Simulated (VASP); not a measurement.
A run of VASP 6.6.1:

INCAR

```
SYSTEM = BiS
ALGO     = Normal         ! electronic algorithm
EDIFF    = 1E-6           ! SCF threshold, eV
ENCUT    = 500            ! plane-wave cutoff, eV
GGA      = PE             ! functional
GGA_COMPAT= .FALSE.      
ISIF     = 2              ! what is computed and relaxed
ISMEAR   = 0              ! smearing method
LASPH    = .TRUE.         ! aspherical terms in the spheres
LCHARG   = .FALSE.        ! write CHGCAR
LREAL    = .FALSE.        ! projectors in reciprocal space
LWAVE    = .FALSE.        ! write WAVECAR
NBANDS   = 18             ! bands
NELM     = 120            ! most SCF steps
PREC     = Accurate       ! precision mode
SIGMA    = 0.026000000000000002 ! smearing width, eV
```

KPOINTS

```
k-points
0
G
  7 7 7
  0 0 0
```

File POSCAR:

```
BiS
1.0
    4.0029443400      0.0000000000      0.0000000000
    0.0000000000      4.0029443400      0.0000000000
    0.0000000000      0.0000000000      4.0029443400
Bi S
1 1
Direct
    0.5000000000      0.5000000000      0.5000000000
    0.0000000000      0.0000000000      0.0000000000
```

Potentials or basis: VASP PAW PBE potentials, release 64 (Bi_d, S).

Launch:

```bash
$ cat potpaw_PBE.64/Bi_d/POTCAR potpaw_PBE.64/S/POTCAR > POTCAR
$ mpirun -np 1 vasp_std > vasp.out
```

Hardware: 1 thread of Intel(R) Xeon(R) Platinum 8488C (Sapphire Rapids) (shared host).

Task: How long does it take, and how much memory?

Result: Run time: 16 s on 1 thread of Intel(R) Xeon(R) Platinum 8488C (Sapphire Rapids) (shared host), peak memory 0.17 GiB. Counts: scf iterations 13, k points 20.
